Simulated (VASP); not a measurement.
A run of VASP 6.6.1:

POSCAR

```
Au
1.0
    0.0000000000      2.0072491500      2.0455000000
    2.0837508500      0.0000000000      2.0455000000
    2.0837508500      2.0072491500      0.0000000000
Au
1
Direct
    0.0000000000      0.0000000000      0.0000000000
```

INCAR.step1

```
SYSTEM = Au
ALGO     = Normal         ! electronic algorithm
EDIFF    = 1E-4           ! SCF threshold, eV
ENCUT    = 520            ! plane-wave cutoff, eV
GGA      = PE             ! functional
ISMEAR   = 0              ! smearing method
LASPH    = .TRUE.         ! aspherical terms in the spheres
LCHARG   = .FALSE.        ! write CHGCAR
LREAL    = .FALSE.        ! projectors in reciprocal space
LWAVE    = .TRUE.         ! write WAVECAR
NBANDS   = 12             ! bands
NELM     = 100            ! most SCF steps
PREC     = Accurate       ! precision mode
SIGMA    = 0.15           ! smearing width, eV
```

File INCAR.step2:

```
SYSTEM = Au
ALGO     = Normal         ! electronic algorithm
EDIFF    = 1E-6           ! SCF threshold, eV
ENCUT    = 520            ! plane-wave cutoff, eV
ISIF     = 2              ! what is computed and relaxed
ISMEAR   = 0              ! smearing method
ISTART   = 1            
LASPH    = .TRUE.         ! aspherical terms in the spheres
LCHARG   = .FALSE.        ! write CHGCAR
LMIXTAU  = .TRUE.       
LREAL    = .FALSE.        ! projectors in reciprocal space
LWAVE    = .FALSE.        ! write WAVECAR
METAGGA  = R2SCAN         ! meta-GGA
NBANDS   = 12             ! bands
NELM     = 100            ! most SCF steps
PREC     = Accurate       ! precision mode
SIGMA    = 0.15           ! smearing width, eV
```

File KPOINTS:

```
k-points
0
G
  20 20 20
  0 0 0
```

Potentials or basis: VASP PAW PBE potentials, release 64 (Au).

Launch:

```console
$ cat potpaw_PBE.64/Au/POTCAR > POTCAR
$ cp INCAR.step1 INCAR
$ mpirun -np 1 vasp_std > vasp.out
$ cp INCAR.step2 INCAR
$ mpirun -np 1 vasp_std > vasp.out
```

Hardware: 1 thread of Intel(R) Xeon(R) 6975P-C (Granite Rapids), on a shared host.

**Question.** How long does it take, and how much memory?

**Answer.** Run time: 5.8 min on 1 thread of Intel(R) Xeon(R) 6975P-C (Granite Rapids) (shared host), peak memory 0.34 GiB. Counts: k points 1166.
